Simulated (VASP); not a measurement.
# Zr (P6_3/mmc) in VASP: a series of runs

Zr is run at these levels: PBE; tasks: single point.

Everything below comes from runs of VASP 6.6.1. Logs are shortened: lines on timing, memory, paths and dates and some standing lists are left out, and cuts for length are marked.

## (1) The cell of the first run

It takes space group P6_3/mmc (No. 194, hexagonal). Conventional cell: a = 3.142 Å, b = 3.142 Å, c = 5.069 Å, α = 90.00°, β = 90.00°, γ = 120.00°. Within 4.1 Å of Zr (site symmetry -6m2) lie 12 Zr at 3.12 to 3.14 Å.

## (2) Single point, PBE

Contents of INCAR:

```
  PREC = Accurate
  ENCUT = 520
  EDIFF = 1E-6
  ISMEAR = -1
  SIGMA = 0.1
  LREAL = F
  LASPH = T
  NELM = 100
  ALGO = Normal
  ISIF = 2
  LWAVE = F
  LCHARG = F
  GGA = PE
  NBANDS = 19
```

Contents of KPOINTS:

```
Automatic mesh
0
Gamma
  10 10 5
```

Contents of POSCAR:

```
Zr
1.0
    3.1416779630      0.0000000000      0.0000000000
   -1.5708389815      2.7207729265      0.0000000000
    0.0000000000      0.0000000000      5.0689853569
Zr
2
Direct
    0.3333333333      0.6666666667      0.2500000000
    0.6666666667      0.3333333333      0.7500000000
```

Potentials or basis: VASP PAW PBE potentials, release 64 (Zr_sv).

The run is started by

```console
> cat potpaw_PBE.64/Zr_sv/POTCAR > POTCAR
> mpirun -np 1 vasp_std > vasp.out
```

OUTCAR:

```text
PREC = Accurate
   ENCUT = 520
   EDIFF = 1E-6
   ISMEAR = -1
   LREAL = F
   LASPH = T
   NELM = 100
   ISIF = 2
   GGA = PE

 ion  position               nearest neighbor table
   1  0.333  0.667  0.250-   2 3.12   2 3.12   2 3.12   2 3.12   2 3.12   2 3.12
   2  0.667  0.333  0.750-   1 3.12   1 3.12   1 3.12   1 3.12   1 3.12   1 3.12

  LATTYP: Found a hexagonal cell.
 ALAT       =     3.1416779630
 C/A-ratio  =     1.6134643387

  Lattice vectors:

 A1 = (   3.1416779630,   0.0000000000,   0.0000000000)
 A2 = (  -1.5708389815,   2.7207729265,   0.0000000000)
 A3 = (   0.0000000000,   0.0000000000,   5.0689853569)

Analysis of symmetry for initial positions (statically):
=====================================================================
 Subroutine PRICEL returns:
 Original cell was already a primitive cell.

 Routine SETGRP: Setting up the symmetry group for a
 hexagonal supercell.

 Subroutine GETGRP returns: Found 24 space group operations
 (whereof 12 operations were pure point group operations)
 out of a pool of 24 trial point group operations.

The static configuration has the point symmetry D_3d.
 The point group associated with its full space group is D_6h.

Analysis of symmetry for dynamics (positions and initial velocities):
=====================================================================
 Subroutine PRICEL returns:
 Original cell was already a primitive cell.

 Routine SETGRP: Setting up the symmetry group for a
 hexagonal supercell.

 Subroutine GETGRP returns: Found 24 space group operations
 (whereof 12 operations were pure point group operations)
 out of a pool of 24 trial point group operations.

The dynamic configuration has the point symmetry D_3d.
 The point group associated with its full space group is D_6h.

 Subroutine INISYM returns: Found 24 space group operations
 (whereof 12 operations are pure point group operations),
 and found     1 'primitive' translations

----------------------------------------------------------------------------------------

                                     Primitive cell

  volume of cell :      43.3286

  direct lattice vectors                    reciprocal lattice vectors
     3.141677963  0.000000000  0.000000000     0.318301243  0.183771308  0.000000000
    -1.570838981  2.720772927  0.000000000     0.000000000  0.367542616  0.000000000
     0.000000000  0.000000000  5.068985357     0.000000000  0.000000000  0.197278139
[... 80 lines left out ...]
   LSORBIT =      F    spin-orbit coupling
   LASPH  =      T    aspherical Exc in radial PAW
   ENCUT  =  520.0 eV  38.22 Ry    6.18 a.u.   5.84  5.84  9.42*2*pi/ulx,y,z
   NELM   =    100;   NELMIN=  2; NELMDL= -5     # of ELM steps
   EDIFF  = 0.1E-05   stopping-criterion for ELM
   LREAL  =      F    real-space projection
   EDIFFG = 0.1E-04   stopping-criterion for IOM
   NSW    =      0    number of steps for IOM
   IBRION =     -1    ionic relax: 0-MD 1-quasi-New 2-CG
   NFREE  =      0    steps in history (QN), initial steepest desc. (CG)
   ISIF   =      2    stress and relaxation
   ISYM   =      2    0-nonsym 1-usesym 2-fastsym
   POTIM  = 0.5000    time-step for ionic-motion
   TEBEG  =    0.0;   TEEND  =   0.0 temperature during run
   PSTRESS=    0.0 pullay stress
   NELECT =      24.0000    total number of electrons
   NUPDOWN=      -1.0000    fix difference up-down
   EMIN   =  10.00;   EMAX   =-10.00  energy-range for DOS
   EFERMI =   0.00;   METHOD = LEGACY
   ISMEAR =    -1;   SIGMA  =   0.10  broadening in eV -4-tet -1-fermi 0-gaus
   EFERMI_NEDOS =   21; number of points for ismear=-14 and -15
   IALGO  =     38    algorithm
   IMIX   =      4    mixing-type and parameters
     AMIX     =   0.40;   BMIX     =  1.00
     AMIX_MAG =   1.60;   BMIX_MAG =  1.00
  volume/ion in A,a.u.               =      21.66       146.20
  Fermi-wavevector in a.u.,A,eV,Ry     =   1.344478  2.540694 24.594164  1.807620
  Thomas-Fermi vector in A             =   2.472468
   LORBIT       =      0    0 simple, 1 ext, 2 COOP (PROOUT), +10 PAW based schemes
   GGA     = PE    functional components
   LHFCALC =     F    Hartree Fock is set to
   AEXX    =    0.0000 exact exchange contribution
   IVDW    =     0    specifies the selected vdW correction
   LEPSILON=     F    determine dielectric tensor
   LRPA    =     F    only Hartree local field effects (RPA)
 non-spin polarized calculation
  energy-cutoff  :      520.00
  volume of cell :       43.33
 maximum number of plane-waves:      1183
 NGX is ok and might be reduce to    24
   NGX = 11   NGY = 11   NGZ = 19

 number of electron      23.9999999 magnetization

 Free energy of the ion-electron system (eV)
  ---------------------------------------------------
  ext. energy  EPLUGINS =         0.00000000
  ---------------------------------------------------
  free energy    TOTEN  =       -16.99162724 eV

  energy without entropy =      -16.92917997  energy(sigma->0) =      -16.96040360

 E-fermi :   9.7719     XC(G=0): -11.4126

 val. band max:        9.7527584753   @ k =   0.3000   0.3000   0.4000
 cond. band min:       9.8059461457   @ k =   0.1000  -0.0000   0.4000
 fundamental gap:      0.0531876704
 Fermi energy:         9.7718837196

 k-point     1 :       0.0000    0.0000    0.0000
  band No.  band energies     occupation
      1     -38.8793      2.00000
      2     -38.6813      2.00000
      3     -17.5231      2.00000
      4     -16.4401      2.00000
      5     -16.4401      2.00000
      6     -16.2905      2.00000
[... 505 lines left out ...]
      6     -16.7072      2.00000
[... 11 lines left out ...]
     18      15.2863      0.00000
     19      16.1897      0.00000

 [... further k-points ...]

------------------------ aborting loop because EDIFF is reached ----------------------------------------

  FORCE on cell =-STRESS in cart. coord.  units (eV):
  Direction    XX          YY          ZZ          XY          YZ          ZX
  --------------------------------------------------------------------------------------
  -------------------------------------------------------------------------------------
  Total        2.1675535      2.1675535      2.1644684      0.0000000      0.0000000      0.0000000
  in kB       80.1503470     80.1503470     80.0362698      0.0000000      0.0000000      0.0000000
  external PRESSURE =      80.1123213 kB  Pullay stress =       0.0000000 kB

 VOLUME and BASIS-vectors are now :
 -----------------------------------------------------------------------------
  energy-cutoff  :      520.00
  volume of cell :       43.33
      direct lattice vectors                 reciprocal lattice vectors
     3.141677963  0.000000000  0.000000000     0.318301243  0.183771308  0.000000000
    -1.570838981  2.720772927  0.000000000     0.000000000  0.367542616  0.000000000
     0.000000000  0.000000000  5.068985357     0.000000000  0.000000000  0.197278139

 POSITION                                       TOTAL-FORCE (eV/Angst)
 -----------------------------------------------------------------------------------
     -0.00000      1.81385      1.26725         0.000000     -0.000000      0.000000
      1.57084      0.90692      3.80174        -0.000000      0.000000      0.000000
 -----------------------------------------------------------------------------------
    total drift:                               -0.000000      0.000000     -0.000000

  FREE ENERGIE OF THE ION-ELECTRON SYSTEM (eV)
  ---------------------------------------------------
  free  energy   TOTEN  =       -16.9916272371 eV

  energy  without entropy=      -16.9291799701  energy(sigma->0) =      -16.96040360
```

OSZICAR:

```text
N       E                     dE             d eps       ncg     rms          rms(c)
DAV:   1     0.216457404674E+03    0.21646E+03   -0.13359E+04  1596   0.127E+03
DAV:   2    -0.125249649951E+01   -0.21771E+03   -0.21354E+03  1863   0.368E+02
DAV:   3    -0.172105636505E+02   -0.15958E+02   -0.15807E+02  2881   0.718E+01
DAV:   4    -0.175879696697E+02   -0.37741E+00   -0.37625E+00  1890   0.115E+01
DAV:   5    -0.175980749475E+02   -0.10105E-01   -0.10103E-01  2396   0.134E+00    0.164E+01
DAV:   6    -0.170791474040E+02    0.51893E+00   -0.80758E-01  1727   0.704E+00    0.677E+00
DAV:   7    -0.169846036229E+02    0.94544E-01   -0.55592E-01  2336   0.510E+00    0.113E+00
DAV:   8    -0.169915781180E+02   -0.69745E-02   -0.37978E-02  2066   0.155E+00    0.211E-01
DAV:   9    -0.169916612609E+02   -0.83143E-04   -0.10933E-03  2098   0.292E-01    0.284E-02
DAV:  10    -0.169916246868E+02    0.36574E-04   -0.32095E-05  2101   0.406E-02    0.181E-02
DAV:  11    -0.169916274715E+02   -0.27848E-05   -0.67343E-06  1756   0.285E-02    0.277E-03
DAV:  12    -0.169916272371E+02    0.23441E-06   -0.15769E-07   987   0.291E-03
   1 F= -.16991627E+02 E0= -.16960404E+02  d E =-.624473E-01
```

It took 14 s on 1 thread of Intel Xeon Platinum 8488C (Sapphire Rapids), shared host; peak memory 0.16 GiB.

What came out:

| Quantity | Value |
| --- | --- |
| Free energy | -16.9916 eV |
| Pressure | 8.0 GPa |
| Band gap on the k mesh | zero (bands 12 and 13 overlap by 1.19 eV) |

Levels at points of the mesh, in eV from the Fermi level:
```
           k point  band 10  band 11  band 12  band 13  band 14  band 15
(0.00, 0.00, 0.00)    -3.18     0.94     0.94     0.97     1.41     1.68
(0.50, 0.00, 0.00)    -2.56    -2.33     0.05     0.65     0.84     1.58
```

Caveat: the cell stands under pressure.

## (3) Single point, PBE

This run uses another cell than the first one, of 22.05 Å³/atom.

Contents of INCAR:

```
PREC = Accurate ; ENCUT = 520
EDIFF = 1E-6 ; ISMEAR = -1
SIGMA = 0.1 ; LREAL = F
LASPH = T ; NELM = 100
ALGO = Normal ; ISIF = 2
LWAVE = F ; LCHARG = F
GGA = PE ; NBANDS = 19
```

Contents of KPOINTS:

```
regular mesh
0
Gamma
  10 10 5
```

Contents of POSCAR:

```
Zr
1.0
    3.1626177608      0.0000000000      0.0000000000
   -1.5813088804      2.7389073233      0.0000000000
    0.0000000000      0.0000000000      5.0903288514
Zr
2
Direct
    0.3333333333      0.6666666667      0.2500000000
    0.6666666667      0.3333333333      0.7500000000
```

Potentials or basis: VASP PAW PBE potentials, release 64 (Zr_sv).

The run is started by

```console
> cat potpaw_PBE.64/Zr_sv/POTCAR > POTCAR
> mpirun -np 1 vasp_std > vasp.out
```

Wall time 14 s (1 thread of Intel Xeon Platinum 8488C (Sapphire Rapids), shared host); peak memory 0.17 GiB.

It converged, with:

```yaml
Free_energy: -17.0254 eV
Pressure: 6.0 GPa
Band_gap_on_the_k_mesh: zero (bands 12 and 13 overlap by 1.19 eV)
```

Levels at points of the mesh, in eV from the Fermi level:
| k point | band 10 | band 11 | band 12 | band 13 | band 14 | band 15 |
| --- | --- | --- | --- | --- | --- | --- |
| (0.00, 0.00, 0.00) | -3.14 | 0.94 | 0.94 | 0.99 | 1.35 | 1.66 |
| (0.50, 0.00, 0.00) | -2.54 | -2.27 | -0.01 | 0.64 | 0.84 | 1.56 |

Caveat: the cell stands under pressure.

## (4) Single point, PBE

This run uses another cell than the first one, of 22.46 Å³/atom.

Contents of INCAR:

```
PREC     = Accurate       # precision mode
ENCUT    = 520            # plane-wave cutoff, eV
EDIFF    = 1E-7           # SCF threshold, eV
ISMEAR   = -1             # smearing method
SIGMA    = 0.1            # smearing width, eV
LREAL    = False          # projectors in reciprocal space
LASPH    = True           # aspherical terms in the spheres
NELM     = 60             # most SCF steps
ALGO     = Normal         # electronic algorithm
ISIF     = 2              # what is computed and relaxed
LWAVE    = False          # write WAVECAR
LCHARG   = False          # write CHGCAR
GGA      = PE             # functional
NBANDS   = 19             # bands
```

KPOINTS is that of step 3.

Contents of POSCAR:

```
Zr
1.0
    3.1841243767      0.0000000000      0.0000000000
   -1.5920621883      2.7575325990      0.0000000000
    0.0000000000      0.0000000000      5.1157138381
Zr
2
Direct
    0.3333333333      0.6666666667      0.2500000000
    0.6666666667      0.3333333333      0.7500000000
```

Potentials or basis: VASP PAW PBE potentials, release 64 (Zr_sv).

The run is started by

```console
> cat potpaw_PBE.64/Zr_sv/POTCAR > POTCAR
> mpirun -np 1 vasp_std > vasp.out
```

OUTCAR:

```text
PREC = Accurate
   ENCUT = 520
   EDIFF = 1E-7
   ISMEAR = -1
   LREAL = False
   LASPH = True
   NELM = 60
   ISIF = 2
   GGA = PE

 ion  position               nearest neighbor table
   1  0.333  0.667  0.250-   2 3.15   2 3.15   2 3.15   2 3.15   2 3.15   2 3.15
   2  0.667  0.333  0.750-   1 3.15   1 3.15   1 3.15   1 3.15   1 3.15   1 3.15

  LATTYP: Found a hexagonal cell.
 ALAT       =     3.1841243767
 C/A-ratio  =     1.6066312847

  Lattice vectors:

 A1 = (   3.1841243767,   0.0000000000,   0.0000000000)
 A2 = (  -1.5920621883,   2.7575325990,   0.0000000000)
 A3 = (   0.0000000000,   0.0000000000,   5.1157138381)

Analysis of symmetry for initial positions (statically):
=====================================================================
 Subroutine PRICEL returns:
 Original cell was already a primitive cell.

 Routine SETGRP: Setting up the symmetry group for a
 hexagonal supercell.

 Subroutine GETGRP returns: Found 24 space group operations
 (whereof 12 operations were pure point group operations)
 out of a pool of 24 trial point group operations.

The static configuration has the point symmetry D_3d.
 The point group associated with its full space group is D_6h.

Analysis of symmetry for dynamics (positions and initial velocities):
=====================================================================
 Subroutine PRICEL returns:
 Original cell was already a primitive cell.

 Routine SETGRP: Setting up the symmetry group for a
 hexagonal supercell.

 Subroutine GETGRP returns: Found 24 space group operations
 (whereof 12 operations were pure point group operations)
 out of a pool of 24 trial point group operations.

The dynamic configuration has the point symmetry D_3d.
 The point group associated with its full space group is D_6h.

 Subroutine INISYM returns: Found 24 space group operations
 (whereof 12 operations are pure point group operations),
 and found     1 'primitive' translations

[... 110 lines left out ...]
   EFERMI_NEDOS =   21; number of points for ismear=-14 and -15
   IALGO  =     38    algorithm
   IMIX   =      4    mixing-type and parameters
     AMIX     =   0.40;   BMIX     =  1.00
     AMIX_MAG =   1.60;   BMIX_MAG =  1.00
  volume/ion in A,a.u.               =      22.46       151.56
  Fermi-wavevector in a.u.,A,eV,Ry     =   1.328433  2.510374 24.010661  1.764734
  Thomas-Fermi vector in A             =   2.457671
   LORBIT       =      0    0 simple, 1 ext, 2 COOP (PROOUT), +10 PAW based schemes
   GGA     = PE    functional components
   LHFCALC =     F    Hartree Fock is set to
   AEXX    =    0.0000 exact exchange contribution
   IVDW    =     0    specifies the selected vdW correction
   LEPSILON=     F    determine dielectric tensor
   LRPA    =     F    only Hartree local field effects (RPA)
 non-spin polarized calculation
  energy-cutoff  :      520.00
  volume of cell :       44.92
 maximum number of plane-waves:      1223
 NGX is ok and might be reduce to    24
   NGX = 11   NGY = 11   NGZ = 19

 number of electron      24.0000000 magnetization

 Free energy of the ion-electron system (eV)
  ---------------------------------------------------
  ext. energy  EPLUGINS =         0.00000000
  ---------------------------------------------------
  free energy    TOTEN  =       -17.05154472 eV

  energy without entropy =      -16.98783037  energy(sigma->0) =      -17.01968755

 E-fermi :   9.3552     XC(G=0): -11.2458

 val. band max:        9.3064413636   @ k =   0.1000   0.1000   0.0000
 cond. band min:       9.4104636568   @ k =   0.0000   0.0000   0.4000
 fundamental gap:      0.1040222932
 Fermi energy:         9.3551909114

 k-point     1 :       0.0000    0.0000    0.0000
  band No.  band energies     occupation
      1     -39.3619      2.00000
      2     -39.1884      2.00000
      3     -17.9404      2.00000
      4     -16.9708      2.00000
      5     -16.9708      2.00000
      6     -16.8307      2.00000
[... 505 lines left out ...]
      6     -17.2059      2.00000
[... 11 lines left out ...]
     18      14.6360      0.00000
     19      15.4823      0.00000

 [... further k-points ...]

------------------------ aborting loop because EDIFF is reached ----------------------------------------

  FORCE on cell =-STRESS in cart. coord.  units (eV):
  Direction    XX          YY          ZZ          XY          YZ          ZX
  --------------------------------------------------------------------------------------
  -------------------------------------------------------------------------------------
  Total        1.1249056      1.1249056      1.1248677      0.0000000      0.0000000      0.0000000
  in kB       40.1245098     40.1245098     40.1231567      0.0000000      0.0000000      0.0000000
  external PRESSURE =      40.1240588 kB  Pullay stress =       0.0000000 kB

 VOLUME and BASIS-vectors are now :
 -----------------------------------------------------------------------------
  energy-cutoff  :      520.00
  volume of cell :       44.92
      direct lattice vectors                 reciprocal lattice vectors
     3.184124377  0.000000000  0.000000000     0.314058084  0.181321519  0.000000000
    -1.592062188  2.757532599  0.000000000     0.000000000  0.362643038  0.000000000
     0.000000000  0.000000000  5.115713838     0.000000000  0.000000000  0.195476141

 POSITION                                       TOTAL-FORCE (eV/Angst)
 -----------------------------------------------------------------------------------
     -0.00000      1.83836      1.27893        -0.000000      0.000000      0.000000
      1.59206      0.91918      3.83679         0.000000     -0.000000      0.000000
 -----------------------------------------------------------------------------------
    total drift:                                0.000000     -0.000000      0.000000

  FREE ENERGIE OF THE ION-ELECTRON SYSTEM (eV)
  ---------------------------------------------------
  free  energy   TOTEN  =       -17.0515447241 eV

  energy  without entropy=      -16.9878303720  energy(sigma->0) =      -17.01968755
```

Wall time 15 s (1 thread of Intel Xeon Platinum 8488C (Sapphire Rapids), shared host); peak memory 0.17 GiB.

What came out:

| Property | Result |
| --- | --- |
| Free energy | -17.0515 eV |
| Pressure | 4.0 GPa |
| Band gap on the k mesh | zero (bands 12 and 13 overlap by 1.19 eV) |

Caveat: the cell stands under pressure.

## (5) Overview

```csv
cell,gap on the mesh (eV),pressure (GPa)
"a = 3.142, b = 3.142, c = 5.069 Å, angles 90.0, 90.0, 120.0°, 2 atoms",none,8.0
"a = 3.163, b = 3.163, c = 5.090 Å, angles 90.0, 90.0, 120.0°, 2 atoms",none,6.0
"a = 3.184, b = 3.184, c = 5.116 Å, angles 90.0, 90.0, 120.0°, 2 atoms",none,4.0
```

Alike in all rows: task single point; level PBE; potentials or basis VASP PAW PBE potentials, release 64 (Zr_sv); no spin polarisation; k mesh 10 × 10 × 5; cutoff (eV) 520; smearing fermi-dirac 0.1 eV.

Caveats: the cell stands under pressure.

Total energies depend on the potentials used, so only differences within one code and one set of settings carry meaning.
